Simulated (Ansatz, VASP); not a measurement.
**Two plane-wave programs on ZnS**

```
Zn S
1.0
     1.90363    1.09906    9.35413
    -1.90363    1.09906    9.35413
     0.00000   -2.19812    9.35413
Zn S
3 3
Direct
  0.99998 0.99998 0.99998
  0.22228 0.22228 0.22228
  0.44458 0.44458 0.44458
  0.08326 0.08326 0.08326
  0.52783 0.52783 0.52783
  0.30539 0.30539 0.30539
```

Alike in both runs: functional r2SCAN; k mesh 6 × 6 × 6; occupations gaussian, width 0.02 eV; no spin polarisation.

Ansatz relaxed the structure, and its values are those at the end. VASP's run is a single point on that final structure, the one shown.

```csv
,VASP,Ansatz
version,VASP 6.6.1,Ansatz 0.2.0
potentials or method,"VASP PAW PBE potentials, release 64 (Zn, S), cutoff 520 eV","scalar-relativistic, plane waves, PAW"
valence electrons in the cell,54,54
```

VASP gave:

| Quantity | Value |
| --- | --- |
| gap on the k mesh at the Fermi level (eV) | 2.76 |
| least direct gap on the mesh (eV) | 2.76 |
| pressure (GPa) | 0.1 |

Q: Estimate Ansatz's values.

A: gap on the k mesh at the Fermi level (eV): 2.75; least direct gap on the mesh (eV): 2.75; pressure (GPa): 0.0.

VASP's potentials were made for PBE, not for r2SCAN. The functional is the same, so the differences come from potentials, cutoffs and numerics.
